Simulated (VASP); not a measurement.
As2Se: single point with PBEsol

Crystal: As2Se.

```
As Se
1.0
    -3.52942    3.52942    2.65357
     3.52942   -3.52942    2.65357
     3.52942    3.52942   -2.65357
As Se
4 2
Direct
  0.87500 0.12500 0.75000
  0.37500 0.12500 0.25000
  0.87500 0.62500 0.75000
  0.87500 0.12500 0.25000
  0.50000 0.50000 0.00000
  0.25000 0.75000 0.50000
```

```
Program                : VASP 6.6.1
Task                   : single point
Functional             : PBEsol
Potentials or basis    : VASP PAW PBE potentials, release 64 (As, Se)
Cutoff                 : 520 eV
k mesh                 : 1 × 1 × 1
Occupations            : gaussian, width 0.1 eV
Spin                   : no spin polarisation
Dipole correction      : no
Further INCAR settings : ALGO = Normal; EDIFF = 1e-06; NBANDS = 25
```

```yaml
Pressure: -19.3 GPa
Band_gap_on_the_k_mesh: 3.24 eV
```

Stress tensor (GPa, compression positive):
```
-19.23   0.00   0.00
  0.00 -19.23   0.00
  0.00   0.00 -19.32
```

Levels at points of the mesh, in eV from the valence-band top:
```
           k point  band 13  band 14  band 15  band 16  band 17  band 18  band 19  band 20
(0.00, 0.00, 0.00)    -1.86    -1.51    -1.51     0.00     3.24     3.98     3.98     4.46
```

Run time: 6.5 s on 1 thread of Intel(R) Xeon(R) 6975P-C (Granite Rapids) (shared host), peak memory 0.23 GiB.

Caveat: the k points lie up to 1.48 Å⁻¹ apart; the PAW data sets were made with another functional, which shifts forces and pressure a little. A k mesh can miss the band edges.
